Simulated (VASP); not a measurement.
# ZnS: single point with r2SCAN

The system is ZnS.

```xyz
4
Lattice="3.9464 0.0000 0.0000 -1.9732 3.4177 0.0000 0.0000 0.0000 5.8801" Properties=species:S:1:pos:R:3 pbc="T T T"
Zn    0.0000    2.2784    1.4700
Zn    1.9732    1.1392    4.4100
S     1.9732    1.1392    1.4700
S     0.0000    2.2784    4.4100
```

```json
{
 "Program": "VASP 6.6.1",
 "Task": "single point",
 "Functional": "r2SCAN",
 "Potentials or basis": "VASP PAW PBE potentials, release 64 (Zn, S)",
 "Cutoff": "520 eV",
 "k mesh": "6 × 6 × 2",
 "Occupations": "gaussian, width 0.01 eV",
 "Spin": "no spin polarisation"
}
```

```yaml
Pressure: 0.1 GPa
Band_gap_on_the_k_mesh: 1.95 eV, direct
```

Stress tensor (GPa, compression positive):
```
0.00 0.00 0.00
0.00 0.00 0.00
0.00 0.00 0.40
```

Levels at points of the mesh, in eV from the valence-band top:
```
           k point  band 14  band 15  band 16  band 17  band 18  band 19  band 20  band 21  band 22  band 23
(0.00, 0.00, 0.00)    -1.21    -1.21    -0.43    -0.43     0.00     1.95     2.57     6.16     6.16     7.46
(0.50, 0.00, 0.00)    -4.48    -2.80    -2.59    -1.68    -1.16     2.95     4.60     5.88     8.54     8.71
(0.00, 0.00, 0.50)    -2.32    -0.82    -0.82    -0.82    -0.82     3.20     3.20     6.48     6.48     6.48
(0.50, 0.00, 0.50)    -5.09    -2.27    -2.27    -0.77    -0.77     4.03     4.03     4.96     4.96     9.68
```

It took 61 s on 1 thread of Intel(R) Xeon(R) 6975P-C (Granite Rapids) (shared host), peak memory 0.21 GiB.

Caveat: the k points lie up to 0.53 Å⁻¹ apart; the PAW data sets were made with another functional, which shifts forces and pressure a little. r2SCAN opens gaps a little over a GGA but as a rule still falls short of measured ones.
